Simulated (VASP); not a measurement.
The system is Re.

```
Re
1.0
     3.89000    0.00000    0.00000
     0.00000    3.89000    0.00000
     0.00000    0.00000    3.89000
Re
4
Direct
  0.00000 0.00000 0.00000
  0.00000 0.50000 0.50000
  0.50000 0.00000 0.50000
  0.50000 0.50000 0.00000
```

This isn't the form of Re at room conditions, which is hcp.

```yaml
Program: VASP 6.6.1
Task: relaxation of cell and atoms
Functional: LDA
Potentials_or_basis: VASP PAW LDA potentials, release 64 (Re)
Cutoff: 600 eV
k_mesh: 5 × 5 × 5
Occupations: fermi-dirac, width 0.05 eV
Spin: no spin polarisation
```

At the start: pressure -7.0 GPa; volume 14.72 Å³/atom.

**Question.** Where does the relaxation end?

**Answer.** Over 4 steps the energy falls by 5.7 meV/atom and the volume is 14.46 Å³/atom (-1.7 %); space group Fm-3m (No. 225, to 0.1 Å) before and after.

Step by step:
```csv
step,energy change (eV),largest force (eV/Å),pressure (GPa),volume (Å³)
1,0.0000,0.0000,-7.00,58.86
2,0.4487,0.0000,37.86,53.56
3,-0.0228,0.0000,-0.26,57.87
4,-0.0228,0.0000,-0.04,57.84
```

Final structure:
```yaml
crystal:
  lattice:
    - [3.86735, 0.00000, 0.00000]
    - [0.00000, 3.86735, 0.00000]
    - [0.00000, 0.00000, 3.86735]
  atoms:
    - { symbol: Re, position: [0.00000, 0.00000, 0.00000] }
    - { symbol: Re, position: [0.00000, 0.50000, 0.50000] }
    - { symbol: Re, position: [0.50000, 0.00000, 0.50000] }
    - { symbol: Re, position: [0.50000, 0.50000, 0.00000] }
```
